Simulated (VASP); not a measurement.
A run of VASP 6.6.1 is set up as follows.

Contents of POSCAR:

```
Hf
1.0
    0.0000000000      2.2200000000      2.2200000000
    2.2200000000      0.0000000000      2.2200000000
    2.2200000000      2.2200000000      0.0000000000
Hf
1
Direct
    0.0000000000      0.0000000000      0.0000000000
```

The input INCAR.step1:

```
PREC = Accurate
ENCUT = 520
EDIFF = 1E-5
ISMEAR = -1
SIGMA = 0.05
LREAL = F
LASPH = T
NELM = 100
ALGO = Normal
ISIF = 2
LWAVE = T
NBANDS = 11
GGA = PE
```

INCAR.step2

```
PREC = Accurate
ENCUT = 520
EDIFF = 1E-6
ISMEAR = -1
SIGMA = 0.05
LREAL = F
LASPH = T
NELM = 100
ALGO = Normal
ISIF = 2
LWAVE = F
LCHARG = T
GGA = PS
LHFCALC = T
AEXX = 0.25
HFSCREEN = 0.207
PRECFOCK = Normal
LELF = T
LVHAR = T
NBANDS = 11
ISTART = 1
```

Contents of KPOINTS:

```
Automatic mesh
0
Gamma
  5 5 5
```

Potentials or basis: VASP PAW PBE potentials, release 64 (Hf_pv).

Launch:

```console
$ cat potpaw_PBE.64/Hf_pv/POTCAR > POTCAR
$ cp INCAR.step1 INCAR
$ mpirun -np 1 vasp_std > vasp.out
$ cp INCAR.step2 INCAR
$ mpirun -np 1 vasp_std > vasp.out
```

Problem. Predict the pressure.

Solution. -1.2 GPa.

Problem. What does it give for the band gap on the k mesh?

Solution. Zero (bands 5 and 6 overlap by 2.37 eV).

Caveat: the k points lie up to 0.49 Å⁻¹ apart, too coarse for converged energies and pressures of a metal; the PAW data sets were made with another functional, which shifts forces and pressure a little; spin-orbit coupling is left out, which moves the levels of the heavy elements.
